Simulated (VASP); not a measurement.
TiAl:

```
CELL_PARAMETERS angstrom
3.17906 0.00000 0.00000
0.00000 3.17906 0.00000
0.00000 0.00000 3.17906
ATOMIC_POSITIONS crystal
Ti 0.00000 0.00000 0.00000
Al 0.50000 0.50000 0.50000
```

Base run:

- Program: VASP 6.6.1
- Functional: r2SCAN
- Potentials or basis: VASP PAW PBE potentials, release 64 (Ti_sv, Al)
- Cutoff: 520 eV
- k mesh: 8 × 8 × 8
- Occupations: fermi-dirac, width 0.05 eV
- Spin: no spin polarisation

Its results: pressure -0.7 GPa.

Question: The run is repeated on the same cell with these changes: functional from r2SCAN to PBEsol; k mesh from 8 × 8 × 8 to 5 × 5 × 5. What comes out?

Answer: Pressure -2.3 GPa.

Several settings changed at once, so the effect can't be laid on one alone.

Caveats: some runs use coarse meshes; the PAW data sets were made with another functional, which shifts forces and pressure a little.
